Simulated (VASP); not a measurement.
Ta, 2 atoms in the cell. It takes space group P6_3/mmc (No. 194, hexagonal). Conventional cell: a = 2.797 Å, b = 2.797 Å, c = 5.007 Å, α = 90.00°, β = 90.00°, γ = 120.00°. Ta (site symmetry -6m2) has 12 Ta at 2.80 to 2.98 Å within 3.7 Å.  This cell differs from its parent crystal: volume scaled by 0.96.

```yaml
Program: VASP 6.6.1
Task: single point
Functional: LDA
Potentials_or_basis: VASP PAW LDA potentials, release 64 (Ta_pv)
Cutoff: 520 eV
k_mesh: 14 × 14 × 7
Occupations: fermi-dirac, width 0.1 eV
Spin: no spin polarisation
Dipole_correction: no
Further_INCAR_settings: ALGO = Normal; EDIFF = 1e-06; NBANDS = 18
```

Potentials or basis: VASP PAW LDA potentials, release 64 (Ta_pv).

Run with:

```bash
$ cat potpaw_LDA.64/Ta_pv/POTCAR > POTCAR
$ mpirun -np 1 vasp_std > vasp.out
```

Hardware: 1 thread of AMD EPYC 9R45 (Zen 5) (shared host).

Question: Estimate the wall time of this run.

Answer: Wall time 28 s on 1 thread of AMD EPYC 9R45 (Zen 5) (shared host), peak memory 0.14 GiB. Counts: scf iterations 11, k points 96.
